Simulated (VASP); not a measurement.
Input of a VASP 6.6.1 run:

POSCAR

```
SiC
1.0
    5.3229435569      0.0000000000      0.0000000000
    0.0000000000      5.3229435569      0.0000000000
    0.0000000000      0.0000000000      3.0926496458
Si C
4 4
Direct
    0.6755857371      0.6755857371      0.0000000000
    0.8244142629      0.1755857371      0.5000000000
    0.3244142629      0.3244142629      0.0000000000
    0.1755857371      0.8244142629      0.5000000000
    0.8154412519      0.8154412519      0.5000000000
    0.6845587481      0.3154412519      0.0000000000
    0.1845587481      0.1845587481      0.5000000000
    0.3154412519      0.6845587481      0.0000000000
```

INCAR.step1

```
SYSTEM = SiC
PREC = Accurate
ENCUT = 520
ISMEAR = 0
SIGMA = 0.02
LREAL = .FALSE.
LASPH = .TRUE.
NELM = 80
NBANDS = 26
GGA = PE
ALGO = Normal
EDIFF = 1E-4
LWAVE = .TRUE.
LCHARG = .FALSE.
```

INCAR.step2

```
SYSTEM = SiC
PREC = Accurate
ENCUT = 520
EDIFF = 1E-7
ISMEAR = 0
SIGMA = 0.02
LREAL = .FALSE.
LASPH = .TRUE.
NELM = 80
ALGO = Normal
ISIF = 2
LWAVE = .FALSE.
LCHARG = .TRUE.
METAGGA = R2SCAN
LMIXTAU = .TRUE.
LELF = .TRUE.
LVHAR = .TRUE.
NBANDS = 26
ISTART = 1
```

Contents of KPOINTS:

```
regular mesh
0
G
  6 6 10
  0 0 0
```

Potentials or basis: VASP PAW PBE potentials, release 64 (Si, C).

The run is started by

```sh
$ cat potpaw_PBE.64/Si/POTCAR potpaw_PBE.64/C/POTCAR > POTCAR
$ cp INCAR.step1 INCAR
$ mpirun -np 1 vasp_std > vasp.out
$ cp INCAR.step2 INCAR
$ mpirun -np 1 vasp_std > vasp.out
```

Task: Predict the pressure.

Result: -3.9 GPa.

Task: What does it give for the largest force?

Result: 0.029 eV/Å.

Task: What does it give for the band gap on the k mesh?

Result: 2.58 eV (least direct gap 3.32 eV).

Stress tensor (GPa, compression positive):
```
-3.78  0.00  0.00
 0.00 -3.78  0.00
 0.00  0.00 -4.06
```

Caveat: the cell stands under tension; the PAW data sets were made with another functional, which shifts forces and pressure a little. A k mesh can miss the band edges.
